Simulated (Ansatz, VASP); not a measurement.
One calculation of TiB, two programs

```
Ti B
1.0
     0.00000    2.50146    2.50146
     2.50146    0.00000    2.50146
     2.50146    2.50146    0.00000
Ti B
1 1
Direct
  0.75000 0.75000 0.75000
  0.00000 0.00000 0.00000
```

Alike in both runs: task single point; functional PBEsol; k mesh 14 × 14 × 14; occupations gaussian, width 0.1 eV; no spin polarisation.

|  | VASP | Ansatz |
| --- | --- | --- |
| version | VASP 6.6.1 | Ansatz 0.2.0 |
| potentials or method | VASP PAW PBE potentials, release 64 (Ti_sv, B), cutoff 520 eV | scalar-relativistic, plane waves, PAW |
| valence electrons in the cell | 15 | 15 |

|  | VASP | Ansatz | Ansatz less VASP |
| --- | --- | --- | --- |
| gap on the k mesh at the Fermi level (eV) | none | none | - |
| pressure (GPa) | -5.6 | -5.6 | -0.02 |

VASP's potentials were made for PBE, not for PBEsol. A gap of «none» marks a metal or a gap that the smearing closes. With one functional, cell and mesh, what is left measures potentials, basis and numerics.
